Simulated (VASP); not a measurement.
# CdTe (F-43m) in VASP: a series of runs, part 2 of 2

VASP 6.6.1.

### 3 Phonons, r2SCAN

This run uses another cell than the first one, of 35.22 Å³/atom.

INCAR

```
ALGO     = Normal         # electronic algorithm
EDIFF    = 1E-8           # SCF threshold, eV
ENCUT    = 520            # plane-wave cutoff, eV
IBRION   = 6              # ionic algorithm
ISIF     = 2              # what is computed and relaxed
ISMEAR   = 0              # smearing method
LASPH    = T              # aspherical terms in the spheres
LCHARG   = F              # write CHGCAR
LMIXTAU  = T            
LREAL    = F              # projectors in reciprocal space
LWAVE    = F              # write WAVECAR
METAGGA  = R2SCAN         # meta-GGA
NBANDS   = 16             # bands
NELM     = 100            # most SCF steps
NFREE    = 2            
NSW      = 1              # ionic steps
POTIM    = 0.015          # step
PREC     = Accurate       # precision mode
SIGMA    = 0.01           # smearing width, eV
```

KPOINTS

```
k-points
0
Gamma
  6 6 6
```

POSCAR

```
CdTe
1.0
    3.2778738174      3.2778738174      0.0000000000
   -3.2778738174      3.2778738174      0.0000000000
    0.0000000000      3.2778738174      3.2778738174
Cd Te
1 1
Direct
    0.0000000000      0.0000000000      0.0000000000
    0.7500000000      0.2500000000      0.5000000000
```

Potentials or basis: VASP PAW PBE potentials, release 64 (Cd, Te).

Started as:

```
> cat potpaw_PBE.64/Cd/POTCAR potpaw_PBE.64/Te/POTCAR > POTCAR
> mpirun -np 1 vasp_std > vasp.out
```

OUTCAR:

```text
EDIFF = 1E-8
   ENCUT = 520
   IBRION = 6
   ISIF = 2
   ISMEAR = 0
   LASPH = T
   LREAL = F
   METAGGA = R2SCAN
   NELM = 100
   NFREE = 2
   NSW = 1
   POTIM = 0.015
   PREC = Accurate

 ion  position               nearest neighbor table
   1  0.000  0.000  0.000-   2 2.84   2 2.84   2 2.84   2 2.84
   2  0.750  0.250  0.500-   1 2.84   1 2.84   1 2.84   1 2.84

  LATTYP: Found a face centered cubic cell.
 ALAT       =     6.5557476348

  Lattice vectors:

 A1 = (   0.0000000000,   3.2778738174,   3.2778738174)
 A2 = (   3.2778738174,   0.0000000000,   3.2778738174)
 A3 = (   3.2778738174,   3.2778738174,   0.0000000000)

Analysis of symmetry for initial positions (statically):
=====================================================================
 Subroutine PRICEL returns:
 Original cell was already a primitive cell.

 Routine SETGRP: Setting up the symmetry group for a
 face centered cubic supercell.

 Subroutine GETGRP returns: Found 24 space group operations
 (whereof 24 operations were pure point group operations)
 out of a pool of 48 trial point group operations.

The static configuration has the point symmetry T_d .

Analysis of symmetry for dynamics (positions and initial velocities):
=====================================================================
 Subroutine PRICEL returns:
 Original cell was already a primitive cell.

 Routine SETGRP: Setting up the symmetry group for a
 face centered cubic supercell.

 Subroutine GETGRP returns: Found 24 space group operations
 (whereof 24 operations were pure point group operations)
 out of a pool of 48 trial point group operations.

The dynamic configuration has the point symmetry T_d .

 Subroutine INISYM returns: Found 24 space group operations
 (whereof 24 operations are pure point group operations),
 and found     1 'primitive' translations

----------------------------------------------------------------------------------------

                                     Primitive cell

  volume of cell :      70.4379

  direct lattice vectors                    reciprocal lattice vectors
     3.277873817  3.277873817  0.000000000     0.152537903  0.152537903 -0.152537903
    -3.277873817  3.277873817  0.000000000    -0.152537903  0.152537903 -0.152537903
     0.000000000  3.277873817  3.277873817     0.000000000  0.000000000  0.305075807

  length of vectors
     4.635613608  4.635613608  4.635613608     0.264203399  0.264203399  0.305075807

  position of ions in fractional coordinates (direct lattice)
     0.000000000  0.000000000  0.000000000
     0.750000000  0.250000000  0.500000000

  ion indices of the primitive-cell ions
   primitive index   ion index
                 1           1
                 2           2

[... 93 lines left out ...]
 finite differences with symmetry
 non-spin polarized calculation
 Gauss-broadening in eV      SIGMA  =   0.01
  energy-cutoff  :      520.00
  volume of cell :       70.44
 maximum number of plane-waves:      1917
 NGX is ok and might be reduce to    36
   NGX = 17   NGY = 17   NGZ = 17

--------------------------------------- Ionic step        1  -------------------------------------------

 number of electron      18.0000005 magnetization

 Free energy of the ion-electron system (eV)
  ---------------------------------------------------
  ext. energy  EPLUGINS =         0.00000000
  ---------------------------------------------------
  free energy    TOTEN  =       -46.64129907 eV

  energy without entropy =      -46.64129907  energy(sigma->0) =      -46.64129907

------------------------ aborting loop because EDIFF is reached ----------------------------------------

  FORCE on cell =-STRESS in cart. coord.  units (eV):
  Direction    XX          YY          ZZ          XY          YZ          ZX
  --------------------------------------------------------------------------------------
  -------------------------------------------------------------------------------------
  Total        0.0653019      0.0653019      0.0653019     -0.0000000      0.0000000     -0.0000000
  in kB        1.4853539      1.4853539      1.4853539     -0.0000000      0.0000000     -0.0000000
  external PRESSURE =       1.4853539 kB  Pullay stress =       0.0000000 kB
[... 131 lines left out ...]
--------------------------------------- Ionic step        5  -------------------------------------------

 number of electron      18.0000005 magnetization

 Free energy of the ion-electron system (eV)
  ---------------------------------------------------
  ext. energy  EPLUGINS =         0.00000000
  ---------------------------------------------------
  free energy    TOTEN  =       -46.64083382 eV

  energy without entropy =      -46.64083382  energy(sigma->0) =      -46.64083382

 E-fermi :   1.8786     XC(G=0):  -8.9440

 val. band max:        1.8058480436   @ k =   0.0000   0.0000   0.0000
 cond. band min:       2.9537224067   @ k =   0.0000   0.0000   0.0000
 fundamental gap:      1.1478743631
 Fermi energy:         1.8785867288

 k-point     1 :       0.0000    0.0000    0.0000
  band No.  band energies     occupation
      1      -9.5341      2.00000
      2      -6.6645      2.00000
      3      -6.6584      2.00000
      4      -6.6525      2.00000
      5      -6.4006      2.00000
      6      -6.4006      2.00000
[... 433 lines left out ...]
      3      -6.5795      2.00000
      4      -6.4040      2.00000
      5      -6.4020      2.00000
      6      -6.1081      2.00000
[... 8 lines left out ...]
     15      11.4576      0.00000
     16      12.6356      0.00000

 [... further k-points ...]

------------------------ aborting loop because EDIFF is reached ----------------------------------------

  FORCE on cell =-STRESS in cart. coord.  units (eV):
  Direction    XX          YY          ZZ          XY          YZ          ZX
  --------------------------------------------------------------------------------------
  -------------------------------------------------------------------------------------
  Total        0.0653343      0.0667967      0.0667967      0.0000000     -0.0810898      0.0000000
  in kB        1.4860901      1.5193526      1.5193526      0.0000000     -1.8444639      0.0000000
  external PRESSURE =       1.5082651 kB  Pullay stress =       0.0000000 kB
[... 17 lines left out ...]
  FREE ENERGIE OF THE ION-ELECTRON SYSTEM (eV)
  ---------------------------------------------------
  free  energy   TOTEN  =       -46.6408338181 eV

  energy  without entropy=      -46.6408338181  energy(sigma->0) =      -46.64083382

 INTERNAL STRAIN TENSORS FROM DISPLACED ATOMS
 ============================================

 INTERNAL STRAIN TENSOR FOR ION    1 for displacements in x,y,z  (eV/Angst):
          X           Y           Z          XY          YZ          ZX
  --------------------------------------------------------------------------------
  x     0.00000     0.00000     0.00000     0.00000    -5.40292     0.00000
  y     0.00000     0.00000     0.00000     0.00000     0.00000    -5.40292
  z     0.00000     0.00000     0.00000    -5.40292     0.00000     0.00000

 INTERNAL STRAIN TENSOR FOR ION    2 for displacements in x,y,z  (eV/Angst):
          X           Y           Z          XY          YZ          ZX
  --------------------------------------------------------------------------------
  x     0.00000     0.00000     0.00000     0.00000     5.40551     0.00000
  y    -0.00000     0.00000    -0.00000     0.00000     0.00000     5.40551
  z     0.00000     0.00000     0.00000     5.40551     0.00000     0.00000

 Eigenvectors and eigenvalues of the dynamical matrix
 ----------------------------------------------------

   1 f  =    4.119683 THz    25.884733 2PiTHz  137.417843 cm-1    17.037633 meV
             X         Y         Z           dx          dy          dz
      0.000000  0.000000  0.000000     0.729773    0.000000    0.000000
      1.638937  4.916811  1.638937    -0.683690   -0.000000    0.000000
[... 21 lines left out ...]
   6 f/i=    0.003822 THz     0.024012 2PiTHz    0.127476 cm-1     0.015805 meV
             X         Y         Z           dx          dy          dz
      0.000000  0.000000  0.000000    -0.495414   -0.078170   -0.464636
      1.638937  4.916811  1.638937    -0.528806   -0.083438   -0.495954

 ELASTIC MODULI CONTR FROM IONIC RELAXATION (kBar)
 Direction    XX          YY          ZZ          XY          YZ          ZX
 --------------------------------------------------------------------------------
 XX          -0.0000     -0.0000     -0.0000      0.0000      0.0000      0.0000
 YY          -0.0000     -0.0000     -0.0000      0.0000      0.0000      0.0000
 ZZ          -0.0000     -0.0000     -0.0000     -0.0000      0.0000      0.0000
 XY           0.0000      0.0000     -0.0000   -160.0903      0.0000      0.0000
 YZ           0.0000      0.0000      0.0000      0.0000   -160.0903     -0.0000
 ZX           0.0000      0.0000      0.0000      0.0000      0.0000   -160.0903
 --------------------------------------------------------------------------------
```

Run time: 6.2 min. Hardware: 1 thread of Intel Xeon 6975P-C (Granite Rapids), shared host; peak memory 0.28 GiB.

What came out:

| Quantity | Value |
| --- | --- |
| Highest phonon frequency at Γ, LO-TO splitting left out | 137 cm⁻¹ |

Phonon frequencies in cm⁻¹ (negative: imaginary):
```csv
q point,frequencies
"(0.000, 0.000, 0.000)",0 0 0 137 137 137
```

Caveat: the PAW data sets were made with another functional, which shifts forces and pressure a little; spin-orbit coupling is left out, which moves the levels of the heavy elements.

### 4 Phonons, r2SCAN

This run uses another cell than the first one, of 37.29 Å³/atom.

INCAR

```
SYSTEM = CdTe
  PREC = Accurate
  ENCUT = 520
  EDIFF = 1E-8
  ISMEAR = 0
  SIGMA = 0.01
  LREAL = .FALSE.
  LASPH = .TRUE.
  NELM = 80
  ALGO = Normal
  ISIF = 2
  LWAVE = .FALSE.
  LCHARG = .FALSE.
  METAGGA = R2SCAN
  LMIXTAU = .TRUE.
  IBRION = 6
  NFREE = 2
  POTIM = 0.015
  NSW = 1
```

KPOINTS

```
Automatic mesh
0
G
  6 6 6
  0 0 0
```

POSCAR

```
CdTe
1.0
    3.3410499843      3.3410499843      0.0000000000
   -3.3410499843      3.3410499843      0.0000000000
    0.0000000000      3.3410499843      3.3410499843
Cd Te
1 1
Direct
    0.0000000000      0.0000000000      0.0000000000
    0.7500000000      0.2500000000      0.5000000000
```

Potentials or basis: VASP PAW PBE potentials, release 64 (Cd, Te).

Started as:

```
> cat potpaw_PBE.64/Cd/POTCAR potpaw_PBE.64/Te/POTCAR > POTCAR
> mpirun -np 1 vasp_std > vasp.out
```

OUTCAR:

```text
SYSTEM = CdTe
   PREC = Accurate
   ENCUT = 520
   EDIFF = 1E-8
   ISMEAR = 0
   LREAL = .FALSE.
   LASPH = .TRUE.
   NELM = 80
   ISIF = 2
   METAGGA = R2SCAN
   IBRION = 6
   NFREE = 2
   POTIM = 0.015
   NSW = 1

 ion  position               nearest neighbor table
   1  0.000  0.000  0.000-   2 2.89   2 2.89   2 2.89   2 2.89
   2  0.750  0.250  0.500-   1 2.89   1 2.89   1 2.89   1 2.89

  LATTYP: Found a face centered cubic cell.
 ALAT       =     6.6820999686

  Lattice vectors:

 A1 = (   0.0000000000,   3.3410499843,   3.3410499843)
 A2 = (   3.3410499843,   0.0000000000,   3.3410499843)
 A3 = (   3.3410499843,   3.3410499843,   0.0000000000)

Analysis of symmetry for initial positions (statically):
=====================================================================
 Subroutine PRICEL returns:
 Original cell was already a primitive cell.

 Routine SETGRP: Setting up the symmetry group for a
 face centered cubic supercell.

 Subroutine GETGRP returns: Found 24 space group operations
 (whereof 24 operations were pure point group operations)
 out of a pool of 48 trial point group operations.

The static configuration has the point symmetry T_d .

Analysis of symmetry for dynamics (positions and initial velocities):
=====================================================================
 Subroutine PRICEL returns:
 Original cell was already a primitive cell.

 Routine SETGRP: Setting up the symmetry group for a
 face centered cubic supercell.

 Subroutine GETGRP returns: Found 24 space group operations
 (whereof 24 operations were pure point group operations)
 out of a pool of 48 trial point group operations.

[... 305 lines left out ...]
      3      -6.9857      2.00000
      4      -6.9809      2.00000
      5      -6.7687      2.00000
      6      -6.7687      2.00000
      7       1.2984      2.00000
      8       1.3109      2.00000
      9       1.3227      2.00000
     10       2.2867      0.00000
     11       6.3830      0.00000
     12       6.3916      0.00000
     13       6.4011      0.00000
[... 354 lines left out ...]
  band No.  band energies     occupation
      1      -9.3887      2.00000
      2      -6.9247      2.00000
      3      -6.9193      2.00000
      4      -6.7709      2.00000
      5      -6.7691      2.00000
      6      -6.5047      2.00000
      7      -2.2779      2.00000
      8      -0.2223      2.00000
      9       0.6260      2.00000
     10       4.3646      0.00000
     11       6.6444      0.00000
     12       7.3598      0.00000
     13       7.8577      0.00000

 [... further k-points ...]

------------------------ aborting loop because EDIFF is reached ----------------------------------------

  FORCE on cell =-STRESS in cart. coord.  units (eV):
  Direction    XX          YY          ZZ          XY          YZ          ZX
  --------------------------------------------------------------------------------------
  -------------------------------------------------------------------------------------
  Total       -0.8875153     -0.8865484     -0.8865484      0.0000000     -0.0548647      0.0000000
  in kB      -19.0637148    -19.0429459    -19.0429459      0.0000000     -1.1784864      0.0000000
  external PRESSURE =     -19.0498688 kB  Pullay stress =       0.0000000 kB
[... 17 lines left out ...]
  FREE ENERGIE OF THE ION-ELECTRON SYSTEM (eV)
  ---------------------------------------------------
  free  energy   TOTEN  =       -46.6168159329 eV

  energy  without entropy=      -46.6168159329  energy(sigma->0) =      -46.61681593

 INTERNAL STRAIN TENSORS FROM DISPLACED ATOMS
 ============================================

 INTERNAL STRAIN TENSOR FOR ION    1 for displacements in x,y,z  (eV/Angst):
          X           Y           Z          XY          YZ          ZX
  --------------------------------------------------------------------------------
  x    -0.00000     0.00000     0.00000     0.00000    -3.65252     0.00000
  y     0.00000    -0.00000     0.00000     0.00000     0.00000    -3.65252
  z     0.00000     0.00000    -0.00000    -3.65252     0.00000     0.00000

 INTERNAL STRAIN TENSOR FOR ION    2 for displacements in x,y,z  (eV/Angst):
          X           Y           Z          XY          YZ          ZX
  --------------------------------------------------------------------------------
  x     0.00000    -0.00000    -0.00000     0.00000     3.65723     0.00000
  y    -0.00000     0.00000    -0.00000     0.00000     0.00000     3.65723
  z    -0.00000    -0.00000     0.00000     3.65723     0.00000     0.00000

 Eigenvectors and eigenvalues of the dynamical matrix
 ----------------------------------------------------

   1 f  =    3.692239 THz    23.199021 2PiTHz  123.159832 cm-1    15.269866 meV
             X         Y         Z           dx          dy          dz
      0.000000  0.000000  0.000000     0.589986    0.427814    0.000000
      1.670525  5.011575  1.670525    -0.554353   -0.401975    0.000000
[... 21 lines left out ...]
   6 f/i=    0.001975 THz     0.012409 2PiTHz    0.065877 cm-1     0.008168 meV
             X         Y         Z           dx          dy          dz
      0.000000  0.000000  0.000000    -0.128822   -0.632441   -0.228724
      1.670525  5.011575  1.670525    -0.137103   -0.673094   -0.243426

 ELASTIC MODULI CONTR FROM IONIC RELAXATION (kBar)
 Direction    XX          YY          ZZ          XY          YZ          ZX
 --------------------------------------------------------------------------------
 XX          -0.0000      0.0000      0.0000      0.0000     -0.0000      0.0000
 YY           0.0000     -0.0000     -0.0000      0.0000      0.0000     -0.0000
 ZZ           0.0000     -0.0000     -0.0000     -0.0000      0.0000      0.0000
 XY           0.0000      0.0000     -0.0000    -86.0678     -0.0000      0.0000
 YZ          -0.0000      0.0000      0.0000     -0.0000    -86.0678     -0.0000
 ZX           0.0000     -0.0000      0.0000      0.0000     -0.0000    -86.0678
 --------------------------------------------------------------------------------
```

It took 5 min on 1 thread of Intel Xeon 6975P-C (Granite Rapids), shared host; peak memory 0.28 GiB.

What came out:

```
Highest phonon frequency at Γ, LO-TO splitting left out : 123 cm⁻¹
```

Phonon frequencies in cm⁻¹ (negative: imaginary):
| q point | frequencies |
| --- | --- |
| (0.000, 0.000, 0.000) | 0 0 0 123 123 123 |

Caveat: the cell stands under pressure or tension, which shifts response properties; the PAW data sets were made with another functional, which shifts forces and pressure a little; spin-orbit coupling is left out, which moves the levels of the heavy elements.
